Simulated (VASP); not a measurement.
# Ag (Fd-3m) in VASP: a series of runs, part 2 of 2

VASP 6.6.1.

## 3. Single point, revPBE (volume scaled by 0.92)

File INCAR:

```
SYSTEM = Ag
PREC     = Accurate       ! precision mode
ENCUT    = 520            ! plane-wave cutoff, eV
EDIFF    = 1E-6           ! SCF threshold, eV
ISMEAR   = -1             ! smearing method
SIGMA    = 0.1            ! smearing width, eV
LREAL    = .FALSE.        ! projectors in reciprocal space
LASPH    = .TRUE.         ! aspherical terms in the spheres
NELM     = 100            ! most SCF steps
ALGO     = Normal         ! electronic algorithm
ISIF     = 2              ! what is computed and relaxed
LWAVE    = .FALSE.        ! write WAVECAR
LCHARG   = .FALSE.        ! write CHGCAR
GGA      = RE             ! functional
NBANDS   = 18             ! bands
```

File KPOINTS:

```
regular mesh
0
G
  10 10 10
  0 0 0
```

File POSCAR:

```
Ag
1.0
    0.0000000000      3.0785126925      3.0785126925
    3.0785126925      0.0000000000      3.0785126925
    3.0785126925      3.0785126925      0.0000000000
Ag
2
Direct
    0.1250000000      0.1250000000      0.1250000000
    0.8750000000      0.8750000000      0.8750000000
```

Potentials or basis: VASP PAW PBE potentials, release 64 (Ag).

Launch:

```bash
> cat potpaw_PBE.64/Ag/POTCAR > POTCAR
> mpirun -np 1 vasp_std > vasp.out
```

OUTCAR:

```text
SYSTEM = Ag
   PREC = Accurate
   ENCUT = 520
   EDIFF = 1E-6
   ISMEAR = -1
   LREAL = .FALSE.
   LASPH = .TRUE.
   NELM = 100
   ISIF = 2
   GGA = RE

 ion  position               nearest neighbor table
   1  0.125  0.125  0.125-   2 2.67   2 2.67   2 2.67   2 2.67
   2  0.875  0.875  0.875-   1 2.67   1 2.67   1 2.67   1 2.67

  LATTYP: Found a face centered cubic cell.
 ALAT       =     6.1570253850

  Lattice vectors:

 A1 = (   0.0000000000,   3.0785126925,   3.0785126925)
 A2 = (   3.0785126925,   0.0000000000,   3.0785126925)
 A3 = (   3.0785126925,   3.0785126925,   0.0000000000)

Analysis of symmetry for initial positions (statically):
=====================================================================
 Subroutine PRICEL returns:
 Original cell was already a primitive cell.

 Routine SETGRP: Setting up the symmetry group for a
 face centered cubic supercell.

 Subroutine GETGRP returns: Found 48 space group operations
 (whereof 12 operations were pure point group operations)
 out of a pool of 48 trial point group operations.

The static configuration has the point symmetry D_3d.
 The point group associated with its full space group is O_h .

Analysis of symmetry for dynamics (positions and initial velocities):
=====================================================================
 Subroutine PRICEL returns:
 Original cell was already a primitive cell.

 Routine SETGRP: Setting up the symmetry group for a
 face centered cubic supercell.

 Subroutine GETGRP returns: Found 48 space group operations
 (whereof 12 operations were pure point group operations)
 out of a pool of 48 trial point group operations.

The dynamic configuration has the point symmetry D_3d.
 The point group associated with its full space group is O_h .

 Subroutine INISYM returns: Found 48 space group operations
 (whereof 12 operations are pure point group operations),
 and found     1 'primitive' translations

----------------------------------------------------------------------------------------

                                     Primitive cell

  volume of cell :      58.3516

  direct lattice vectors                    reciprocal lattice vectors
     0.000000000  3.078512692  3.078512692    -0.162416092  0.162416092  0.162416092
     3.078512692  0.000000000  3.078512692     0.162416092 -0.162416092  0.162416092
     3.078512692  3.078512692  0.000000000     0.162416092  0.162416092 -0.162416092

  length of vectors
     4.353674402  4.353674402  4.353674402     0.281312923  0.281312923  0.281312923

  position of ions in fractional coordinates (direct lattice)
     0.125000000  0.125000000  0.125000000
     0.875000000  0.875000000  0.875000000

  ion indices of the primitive-cell ions
   primitive index   ion index
                 1           1
                 2           2

----------------------------------------------------------------------------------------

 KPOINTS: regular mesh

Automatic generation of k-mesh.
 Grid dimensions read from file:
 generate k-points for:   10   10   10

 Generating k-lattice:

  Cartesian coordinates                     Fractional coordinates (reciprocal lattice)
    -0.016241609  0.016241609  0.016241609     0.100000000  0.000000000  0.000000000
     0.016241609 -0.016241609  0.016241609     0.000000000  0.100000000  0.000000000
     0.016241609  0.016241609 -0.016241609     0.000000000  0.000000000  0.100000000

  Length of vectors
     0.028131292  0.028131292  0.028131292

  Shift w.r.t. Gamma in fractional coordinates (k-lattice)
     0.000000000  0.000000000  0.000000000

 Subroutine IBZKPT returns following result:
 ===========================================

 Found     47 irreducible k-points:

 Following reciprocal coordinates:
            Coordinates               Weight
  0.000000  0.000000  0.000000      1.000000
  0.100000  0.000000  0.000000      8.000000
  0.200000  0.000000  0.000000      8.000000
  0.300000  0.000000  0.000000      8.000000
  0.400000  0.000000  0.000000      8.000000
  0.500000  0.000000  0.000000      4.000000
[... 16 lines left out ...]
  0.300000  0.300000  0.000000      6.000000
  0.400000  0.300000  0.000000     24.000000
 [... further k-points ...]
   k-points           NKPTS =     47   k-points in BZ     NKDIM =     47   number of bands    NBANDS=     18
   number of dos      NEDOS =    301   number of ions     NIONS =      2
   total plane-waves  NPLWV =  32768
   dimension x,y,z NGX =    32 NGY =   32 NGZ =   32
   dimension x,y,z NGXF=    64 NGYF=   64 NGZF=   64
   ions per type =               2
   NGX,Y,Z   is equivalent  to a cutoff of  12.22, 12.22, 12.22 a.u.
   NGXF,Y,Z  is equivalent  to a cutoff of  24.44, 24.44, 24.44 a.u.
 SYSTEM =  Ag
   PREC   = accura    normal or accurate (medium, high low for compatibility)
   ISTART =      0    job   : 0-new  1-cont  2-samecut
   ICHARG =      2    charge: 1-file 2-atom 10-const
   ISPIN  =      1    spin polarized calculation?
   LNONCOLLINEAR =      F non collinear calculations
   LSORBIT =      F    spin-orbit coupling
   LASPH  =      T    aspherical Exc in radial PAW
   ENCUT  =  520.0 eV  38.22 Ry    6.18 a.u.   8.09  8.09  8.09*2*pi/ulx,y,z
   NELM   =    100;   NELMIN=  2; NELMDL= -5     # of ELM steps
   EDIFF  = 0.1E-05   stopping-criterion for ELM
   LREAL  =      F    real-space projection
   EDIFFG = 0.1E-04   stopping-criterion for IOM
   NSW    =      0    number of steps for IOM
   IBRION =     -1    ionic relax: 0-MD 1-quasi-New 2-CG
   NFREE  =      0    steps in history (QN), initial steepest desc. (CG)
   ISIF   =      2    stress and relaxation
   ISYM   =      2    0-nonsym 1-usesym 2-fastsym
   POTIM  = 0.5000    time-step for ionic-motion
   TEBEG  =    0.0;   TEEND  =   0.0 temperature during run
   PSTRESS=    0.0 pullay stress
   NELECT =      22.0000    total number of electrons
   NUPDOWN=      -1.0000    fix difference up-down
   EMIN   =  10.00;   EMAX   =-10.00  energy-range for DOS
   EFERMI =   0.00;   METHOD = LEGACY
   ISMEAR =    -1;   SIGMA  =   0.10  broadening in eV -4-tet -1-fermi 0-gaus
   EFERMI_NEDOS =   21; number of points for ismear=-14 and -15
   IALGO  =     38    algorithm
   IMIX   =      4    mixing-type and parameters
     AMIX     =   0.40;   BMIX     =  1.00
     AMIX_MAG =   1.60;   BMIX_MAG =  1.00
  volume/ion in A,a.u.               =      29.18       196.89
  Fermi-wavevector in a.u.,A,eV,Ry     =   1.182673  2.234928 19.030687  1.398716
  Thomas-Fermi vector in A             =   2.318923
   LORBIT       =      0    0 simple, 1 ext, 2 COOP (PROOUT), +10 PAW based schemes
   GGA     = RE    functional components
   LHFCALC =     F    Hartree Fock is set to
   AEXX    =    0.0000 exact exchange contribution
   IVDW    =     0    specifies the selected vdW correction
   LEPSILON=     F    determine dielectric tensor
   LRPA    =     F    only Hartree local field effects (RPA)
 non-spin polarized calculation
  energy-cutoff  :      520.00
  volume of cell :       58.35
 maximum number of plane-waves:      1596
   NGX = 17   NGY = 17   NGZ = 17

 number of electron      22.0000012 magnetization

 Free energy of the ion-electron system (eV)
  ---------------------------------------------------
  ext. energy  EPLUGINS =         0.00000000
  ---------------------------------------------------
  free energy    TOTEN  =        -3.19119522 eV

  energy without entropy =       -3.17321494  energy(sigma->0) =       -3.18220508

 E-fermi :   2.9996     XC(G=0):  -8.8258

 val. band max:        2.9083436484   @ k =  -0.3000   0.4000   0.2000
 cond. band min:       3.1364382871   @ k =   0.5000   0.5000   0.0000
 fundamental gap:      0.2280946387
 Fermi energy:         2.9995925728

 k-point     1 :       0.0000    0.0000    0.0000
  band No.  band energies     occupation
      1      -1.7411      2.00000
      2      -1.5817      2.00000
      3      -1.5817      2.00000
      4      -1.5765      2.00000
      5      -1.5765      2.00000
      6      -1.5765      2.00000
[... 10 lines left out ...]
     17      12.3710      0.00000
     18      12.9257      0.00000
[... 463 lines left out ...]
 k-point    24 :       0.4000    0.3000    0.0000
  band No.  band energies     occupation
      1      -1.8792      2.00000
      2      -1.6440      2.00000
      3      -1.6420      2.00000
      4      -1.2519      2.00000
      5      -1.0861      2.00000
      6      -0.8492      2.00000
[... 10 lines left out ...]
     17      16.9728      0.00000
     18      17.0650      0.00000

 [... further k-points ...]

------------------------ aborting loop because EDIFF is reached ----------------------------------------

  FORCE on cell =-STRESS in cart. coord.  units (eV):
  Direction    XX          YY          ZZ          XY          YZ          ZX
  --------------------------------------------------------------------------------------
  -------------------------------------------------------------------------------------
  Total        0.8960760      0.8960760      0.8960760     -0.0000000      0.0000000      0.0000000
  in kB       24.6038233     24.6038233     24.6038233     -0.0000000      0.0000000      0.0000000
  external PRESSURE =      24.6038233 kB  Pullay stress =       0.0000000 kB

 VOLUME and BASIS-vectors are now :
 -----------------------------------------------------------------------------
  energy-cutoff  :      520.00
  volume of cell :       58.35
      direct lattice vectors                 reciprocal lattice vectors
     0.000000000  3.078512692  3.078512692    -0.162416092  0.162416092  0.162416092
     3.078512692  0.000000000  3.078512692     0.162416092 -0.162416092  0.162416092
     3.078512692  3.078512692  0.000000000     0.162416092  0.162416092 -0.162416092

 POSITION                                       TOTAL-FORCE (eV/Angst)
 -----------------------------------------------------------------------------------
      0.76963      0.76963      0.76963        -0.000000      0.000000      0.000000
      5.38740      5.38740      5.38740         0.000000     -0.000000     -0.000000
 -----------------------------------------------------------------------------------
    total drift:                                0.000000      0.000000     -0.000000

  FREE ENERGIE OF THE ION-ELECTRON SYSTEM (eV)
  ---------------------------------------------------
  free  energy   TOTEN  =        -3.1911952203 eV

  energy  without entropy=       -3.1732149441  energy(sigma->0) =       -3.18220508
```

It took 38 s on 1 thread of AMD EPYC 7R43 (Zen 3), shared host; peak memory 0.16 GiB.

Results:

```
Free energy            : -3.1912 eV
Pressure               : 2.5 GPa
Band gap on the k mesh : zero (band 11 reaches 3.43 eV, above the bottom of band 12 at 2.42 eV)
```

Levels at points of the mesh, in eV from the Fermi level:
| k point | band 9 | band 10 | band 11 | band 12 | band 13 | band 14 |
| --- | --- | --- | --- | --- | --- | --- |
| (0.00, 0.00, 0.00) | -3.28 | -2.70 | -2.70 | 8.66 | 8.66 | 8.66 |
| (0.50, 0.00, 0.00) | -2.74 | -2.74 | -0.90 | -0.58 | 6.25 | 6.25 |
| (0.50, 0.50, 0.00) | -2.64 | -2.64 | 0.14 | 0.14 | 3.54 | 3.54 |

Caveat: the cell differs from its parent crystal (volume scaled by 0.92); the PAW data sets were made with another functional, which shifts forces and pressure a little.

## 4. Single point, revPBE (volume scaled by 0.96)

File INCAR:

```
PREC = Accurate
ENCUT = 520
EDIFF = 1E-7
ISMEAR = -1
SIGMA = 0.1
LREAL = False
LASPH = True
NELM = 60
ALGO = Normal
ISIF = 2
LWAVE = False
LCHARG = False
GGA = RE
NBANDS = 18
```

File KPOINTS:

```
Automatic mesh
0
Gamma
  10 10 10
```

File POSCAR:

```
Ag
1.0
    0.0000000000      3.1224973878      3.1224973878
    3.1224973878      0.0000000000      3.1224973878
    3.1224973878      3.1224973878      0.0000000000
Ag
2
Direct
    0.1250000000      0.1250000000      0.1250000000
    0.8750000000      0.8750000000      0.8750000000
```

Launch:

```bash
> cat potpaw_PBE.64/Ag/POTCAR > POTCAR
> mpirun -np 1 vasp_std > vasp.out
```

It took 57 s on 1 thread of AMD EPYC 7R43 (Zen 3), shared host; peak memory 0.18 GiB.

The run converged. Its results:

```yaml
Free_energy: -3.2192 eV
Pressure: 1.1 GPa
Band_gap_on_the_k_mesh: zero (band 11 reaches 3.07 eV, above the bottom of band 12 at 2.20 eV)
```

Levels at points of the mesh, in eV from the Fermi level:
```csv
k point,band 7,band 8,band 9,band 10,band 11,band 12,band 13,band 14,band 15,band 16
"(0.00, 0.00, 0.00)",-3.24,-3.24,-3.24,-2.72,-2.72,8.37,8.37,8.37,9.12,9.12
"(0.50, 0.00, 0.00)",-3.15,-3.15,-2.75,-2.75,-0.94,-0.49,6.07,6.07,8.86,9.24
"(0.50, 0.50, 0.00)",-3.48,-3.48,-2.65,-2.65,0.11,0.11,3.50,3.50,6.93,6.93
```

Caveat: the cell differs from its parent crystal (volume scaled by 0.96); the PAW data sets were made with another functional, which shifts forces and pressure a little.

## 5. Single point, revPBE

This run uses another cell than the first one, of 31.71 Å³/atom, 1.136 times its volume.

File INCAR:

```
PREC = Accurate
ENCUT = 520
EDIFF = 1E-6
ISMEAR = -1
SIGMA = 0.1
LREAL = F
LASPH = T
NELM = 60
ALGO = Normal
ISIF = 2
LWAVE = F
LCHARG = F
GGA = RE
NBANDS = 18
```

File KPOINTS:

```
regular mesh
0
Gamma
  10 10 10
```

File POSCAR:

```
Ag
1.0
    0.0000000000      3.1652766406      3.1652766406
    3.1652766406      0.0000000000      3.1652766406
    3.1652766406      3.1652766406      0.0000000000
Ag
2
Direct
    0.1250000000      0.1250000000      0.1250000000
    0.8750000000      0.8750000000      0.8750000000
```

Launch:

```bash
> cat potpaw_PBE.64/Ag/POTCAR > POTCAR
> mpirun -np 1 vasp_std > vasp.out
```

It took 63 s on 1 thread of AMD EPYC 7R43 (Zen 3), shared host; peak memory 0.18 GiB.

Results (log left out):

| Property | Result |
| --- | --- |
| Free energy | -3.2277 eV |
| Pressure | 0.0 GPa |
| Band gap on the k mesh | zero (band 11 reaches 2.75 eV, above the bottom of band 12 at 2.01 eV) |

Levels at points of the mesh, in eV from the Fermi level:
```tsv
k point	band 9	band 10	band 11	band 12	band 13	band 14
(0.00, 0.00, 0.00)	-3.22	-2.74	-2.74	8.10	8.10	8.10
(0.50, 0.00, 0.00)	-2.77	-2.77	-0.98	-0.41	5.91	5.91
(0.50, 0.50, 0.00)	-2.67	-2.67	0.08	0.08	3.46	3.46
```

Caveat: the PAW data sets were made with another functional, which shifts forces and pressure a little.

## 6. Single point, revPBE (volume scaled by 1.04)

File INCAR:

```
PREC     = Accurate       # precision mode
ENCUT    = 520            # plane-wave cutoff, eV
EDIFF    = 1E-6           # SCF threshold, eV
ISMEAR   = -1             # smearing method
SIGMA    = 0.1            # smearing width, eV
LREAL    = F              # projectors in reciprocal space
LASPH    = T              # aspherical terms in the spheres
NELM     = 60             # most SCF steps
ALGO     = Normal         # electronic algorithm
ISIF     = 2              # what is computed and relaxed
LWAVE    = F              # write WAVECAR
LCHARG   = F              # write CHGCAR
GGA      = RE             # functional
NBANDS   = 18             # bands
```

KPOINTS is that of step 5.

File POSCAR:

```
Ag
1.0
    0.0000000000      3.2069297941      3.2069297941
    3.2069297941      0.0000000000      3.2069297941
    3.2069297941      3.2069297941      0.0000000000
Ag
2
Direct
    0.1250000000      0.1250000000      0.1250000000
    0.8750000000      0.8750000000      0.8750000000
```

Potentials or basis: VASP PAW PBE potentials, release 64 (Ag).

Launch:

```bash
> cat potpaw_PBE.64/Ag/POTCAR > POTCAR
> mpirun -np 1 vasp_std > vasp.out
```

OUTCAR:

```text
PREC = Accurate
   ENCUT = 520
   EDIFF = 1E-6
   ISMEAR = -1
   LREAL = F
   LASPH = T
   NELM = 60
   ISIF = 2
   GGA = RE

 ion  position               nearest neighbor table
   1  0.125  0.125  0.125-   2 2.78   2 2.78   2 2.78   2 2.78
   2  0.875  0.875  0.875-   1 2.78   1 2.78   1 2.78   1 2.78

  LATTYP: Found a face centered cubic cell.
 ALAT       =     6.4138595882

  Lattice vectors:

[... 689 lines left out ...]
     18      15.1991      0.00000

 [... further k-points ...]

------------------------ aborting loop because EDIFF is reached ----------------------------------------

  FORCE on cell =-STRESS in cart. coord.  units (eV):
  Direction    XX          YY          ZZ          XY          YZ          ZX
  --------------------------------------------------------------------------------------
  -------------------------------------------------------------------------------------
  Total       -0.3497457     -0.3497457     -0.3497457      0.0000000      0.0000000      0.0000000
  in kB       -8.4950246     -8.4950246     -8.4950246      0.0000000      0.0000000      0.0000000
  external PRESSURE =      -8.4950246 kB  Pullay stress =       0.0000000 kB

 VOLUME and BASIS-vectors are now :
 -----------------------------------------------------------------------------
  energy-cutoff  :      520.00
  volume of cell :       65.96
      direct lattice vectors                 reciprocal lattice vectors
     0.000000000  3.206929794  3.206929794    -0.155912362  0.155912362  0.155912362
     3.206929794  0.000000000  3.206929794     0.155912362 -0.155912362  0.155912362
     3.206929794  3.206929794  0.000000000     0.155912362  0.155912362 -0.155912362

 POSITION                                       TOTAL-FORCE (eV/Angst)
 -----------------------------------------------------------------------------------
      0.80173      0.80173      0.80173        -0.000000     -0.000000     -0.000000
      5.61213      5.61213      5.61213         0.000000      0.000000      0.000000
 -----------------------------------------------------------------------------------
    total drift:                                0.000000      0.000000      0.000000

  FREE ENERGIE OF THE ION-ELECTRON SYSTEM (eV)
  ---------------------------------------------------
  free  energy   TOTEN  =        -3.2212351125 eV

  energy  without entropy=       -3.2020243431  energy(sigma->0) =       -3.21162973
```

stdout:

```text
POSCAR found type information on POSCAR Ag
 POSCAR found :  1 types and       2 ions
 scaLAPACK will be used
 -----------------------------------------------------------------------------
|                                                                             |
|                                                                             |
|     You enforced a specific xc type in the INCAR file but a different       |
|     I HOPE YOU KNOW WHAT YOU ARE DOING!                                     |
|                                                                             |
 -----------------------------------------------------------------------------

 LDA part: xc-table for (Slater+PW92), standard interpolation
 POSCAR, INCAR and KPOINTS ok, starting setup
 FFT: planning ... GRIDC
 FFT: planning ... GRID_SOFT
 FFT: planning ... GRID
 WAVECAR not read
 entering main loop
```

Wall time 56 s (1 thread of AMD EPYC 7R43 (Zen 3), shared host); peak memory 0.18 GiB.

What came out:

```
Free energy            : -3.2212 eV
Pressure               : -0.8 GPa
Band gap on the k mesh : zero (band 11 reaches 2.45 eV, above the bottom of band 12 at 1.83 eV)
```

Levels at points of the mesh, in eV from the Fermi level:
| k point | band 8 | band 9 | band 10 | band 11 | band 12 | band 13 | band 14 | band 15 |
| --- | --- | --- | --- | --- | --- | --- | --- | --- |
| (0.00, 0.00, 0.00) | -3.20 | -3.20 | -2.76 | -2.76 | 7.85 | 7.85 | 7.85 | 8.67 |
| (0.50, 0.00, 0.00) | -3.13 | -2.78 | -2.78 | -1.02 | -0.34 | 5.76 | 5.76 | 8.17 |
| (0.50, 0.50, 0.00) | -3.40 | -2.69 | -2.69 | 0.05 | 0.05 | 3.42 | 3.42 | 6.61 |

Caveat: the cell differs from its parent crystal (volume scaled by 1.04); the PAW data sets were made with another functional, which shifts forces and pressure a little.

## 7. Overview

| cell | gap on the mesh (eV) | pressure (GPa) |
| --- | --- | --- |
| a = 4.290 Å, angles 60.0°, 2 atoms | none | 4.3 |
| a = 4.354 Å, angles 60.0°, 2 atoms | none | 2.5 |
| a = 4.416 Å, angles 60.0°, 2 atoms | none | 1.1 |
| a = 4.476 Å, angles 60.0°, 2 atoms | none | 0.0 |
| a = 4.535 Å, angles 60.0°, 2 atoms | none | -0.8 |

Alike in all rows: task single point; level revPBE; potentials or basis VASP PAW PBE potentials, release 64 (Ag); no spin polarisation; k mesh 10 × 10 × 10; cutoff (eV) 520; smearing fermi-dirac 0.1 eV.

Caveats: the PAW data sets were made with another functional, which shifts forces and pressure a little.

Absolute energies hang on the potentials; compare differences alone.
